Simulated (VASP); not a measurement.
## GaP: single point with PBEsol

The system is GaP, a wire with vacuum.

```
Ga P
1.0
     9.00000    0.00000    0.00000
     0.00000    9.30000    0.00000
     0.00000    0.00000    4.34686
Ga P
1 1
Direct
  0.50000 0.50000 0.98250
  0.50000 0.50000 0.48250
```

| Property | Result |
| --- | --- |
| Program | VASP 6.6.1 |
| Task | single point |
| Functional | PBEsol |
| Potentials or basis | VASP PAW PBE potentials, release 64 (Ga_d, P) |
| Cutoff | 520 eV |
| k mesh | 1 × 1 × 15 |
| Occupations | gaussian, width 0.05 eV |
| Spin | collinear spin |
| Starting moments | [0.5, 0.5] μB |
| Dipole correction | no |
| Further INCAR settings | ALGO = Normal; EDIFF = 1e-06; NBANDS = 20 |

- Net moment: 0.40 μB per cell
- Site moments: Ga -0.01; P +0.18 μB
- Valence electrons inside the program's atomic spheres: Ga 11.63; P 2.49

Levels at points of the mesh, in eV from the Fermi level:
Spin up:
| k point | band 6 | band 7 | band 8 | band 9 | band 10 | band 11 | band 12 | band 13 |
| --- | --- | --- | --- | --- | --- | --- | --- | --- |
| (0.00, 0.00, 0.00) | -10.01 | -3.34 | -1.32 | -1.32 | -0.83 | 4.34 | 5.33 | 5.35 |
Spin down:
| k point | band 7 | band 8 | band 9 | band 10 | band 11 | band 12 |
| --- | --- | --- | --- | --- | --- | --- |
| (0.00, 0.00, 0.00) | -3.23 | -1.05 | -1.05 | -0.70 | 4.38 | 5.46 |

It took 2.5 min on 1 thread of Intel(R) Xeon(R) Platinum 8259CL CPU @ 2.50GHz (Skylake/Cascade Lake), on a shared host, peak memory 0.54 GiB.

Caveat: a moment this small can come from the mesh or the smearing.
